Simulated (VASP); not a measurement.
Write the native input for VASP 6.6.1 that does the following.

| Quantity | Value |
| --- | --- |
| Task | single point |
| Functional | PBE |
| Potentials or basis | VASP PAW PBE potentials, release 64 (Hf_pv, Ta_pv, N) |
| Cutoff | 520 eV |
| k mesh | 12 × 12 × 12 |
| Occupations | gaussian, width 0.1 eV |
| Spin | no spin polarisation |
| Dipole correction | no |
| Further INCAR settings | ALGO = Normal; EDIFF = 1e-06; NBANDS = 28 |

The structure of Hf2TaN2 lies in POSCAR:

```
Hf2TaN2
1.0
    1.5646201390      0.9033338584      8.2456218291
   -1.5646201390      0.9033338584      8.2456218291
    0.0000000000     -1.8066677168      8.2456218291
Hf Ta N
2 1 2
Direct
    0.5615533244      0.5615533244      0.5615533244
    0.4384466756      0.4384466756      0.4384466756
    0.0000000000      0.0000000000      0.0000000000
    0.7173140466      0.7173140466      0.7173140466
    0.2826859534      0.2826859534      0.2826859534
```

The cell was generated, and may not be a known phase.

One way to write it, as run:

INCAR

```
SYSTEM = Hf2TaN2
PREC = Accurate
ENCUT = 520
EDIFF = 1E-6
ISMEAR = 0
SIGMA = 0.1
LREAL = .FALSE.
LASPH = .TRUE.
NELM = 60
ALGO = Normal
ISIF = 2
LWAVE = .FALSE.
LCHARG = .TRUE.
GGA = PE
LELF = .TRUE.
LVHAR = .TRUE.
NBANDS = 28
```

KPOINTS

```
Automatic mesh
0
G
  12 12 12
  0 0 0
```

Potentials or basis: VASP PAW PBE potentials, release 64 (Hf_pv, Ta_pv, N).

The run is started by

```sh
$ cat potpaw_PBE.64/Hf_pv/POTCAR potpaw_PBE.64/Ta_pv/POTCAR potpaw_PBE.64/N/POTCAR > POTCAR
$ mpirun -np 1 vasp_std > vasp.out
```

It gave:

The pressure is -0.7 GPa, the largest force is 0.133 eV/Å and the band gap on the k mesh is zero (an odd number of electrons rules out a gap without spin polarisation).

Caveat: spin-orbit coupling is left out, which moves the levels of the heavy elements.

It took 18 min on 1 thread of Intel(R) Xeon(R) 6975P-C (Granite Rapids), with other jobs on the host, peak memory 0.77 GiB.
